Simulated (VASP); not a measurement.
Input of a VASP 6.6.1 run:

The input INCAR:

```
SYSTEM = VN2
ALGO = Normal
EDIFF = 1E-6
ENCUT = 520
GGA = PE
ISIF = 2
ISMEAR = 0
LASPH = .TRUE.
LCHARG = .FALSE.
LREAL = .FALSE.
LWAVE = .FALSE.
NBANDS = 32
NELM = 80
PREC = Accurate
SIGMA = 0.1
```

KPOINTS

```
k-points
0
G
  12 12 12
  0 0 0
```

POSCAR

```
VN2
1.0
   -2.1533510155      2.1533510155      2.4842377430
    2.1533510155     -2.1533510155      2.4842377430
    2.1533510155      2.1533510155     -2.4842377430
V N
2 4
Direct
    0.2500000000      0.2500000000      0.0000000000
    0.7500000000      0.7500000000      0.0000000000
    0.1135729470      0.6135729470      0.7271458940
    0.6135729470      0.8864270530      0.5000000000
    0.8864270530      0.3864270530      0.2728541060
    0.3864270530      0.1135729470      0.5000000000
```

Potentials or basis: VASP PAW PBE potentials, release 64 (V_sv, N).

Command:

```sh
$ cat potpaw_PBE.64/V_sv/POTCAR potpaw_PBE.64/N/POTCAR > POTCAR
$ mpirun -np 1 vasp_std > vasp.out
```

Task: What does it give for the largest force?

Result: 0.046 eV/Å.

Task: Estimate the band gap on the k mesh.

Result: Zero (bands 23 and 24 overlap by 0.39 eV).

Task: Estimate the pressure.

Result: 0.6 GPa.

Stress tensor (GPa, compression positive):
```
0.72 0.00 0.00
0.00 0.72 0.00
0.00 0.00 0.51
```

Caveat: the run has no spin polarisation, though such a crystal can be magnetic. With open d or f shells a metallic result of PBE can be an artefact of self-interaction; +U or a hybrid may open a gap.
